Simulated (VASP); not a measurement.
Pd: single point with PBEsol+D3(BJ)

The system is Pd.

```
Pd
1.0
     0.00000    1.90676    1.90676
     1.90676    0.00000    1.90676
     1.90676    1.90676    0.00000
Pd
1
Direct
  0.00000 0.00000 0.00000
```

```yaml
Program: VASP 6.6.1
Task: single point
Functional: PBEsol
Dispersion: D3(BJ)
Potentials_or_basis: VASP PAW PBE potentials, release 64 (Pd)
Cutoff: 520 eV
k_mesh: 12 × 12 × 12
Occupations: fermi-dirac, width 0.05 eV
Spin: no spin polarisation
Dipole_correction: no
Further_INCAR_settings: ALGO = Normal; EDIFF = 1e-06; NBANDS = 11
```

* Pressure: 2.8 GPa
* Band gap on the k mesh: zero (band 5 reaches 11.03 eV, above the bottom of band 6 at 9.27 eV)
* Dispersion energy per atom: -0.662 eV

Levels at points of the mesh, in eV from the Fermi level:
```tsv
k point	band 1	band 2	band 3	band 4	band 5	band 6	band 7	band 8	band 9	band 10
(0.00, 0.00, 0.00)	-7.71	-3.14	-3.14	-3.14	-1.33	-1.33	17.16	22.29	22.29	22.29
(0.50, 0.00, 0.00)	-5.83	-3.19	-3.19	0.00	0.00	0.81	7.80	16.54	21.64	21.64
(0.50, 0.50, 0.00)	-5.96	-5.64	-0.02	0.35	0.35	3.28	11.40	13.48	13.48	22.42
```

Run time: 6.9 s on 1 thread of AMD EPYC 7R13 Processor (Zen 3) (shared host), peak memory 0.11 GiB.

Caveat: the PAW data sets were made with another functional, which shifts forces and pressure a little; pairwise dispersion overbinds metals, which lowers pressure and volume.
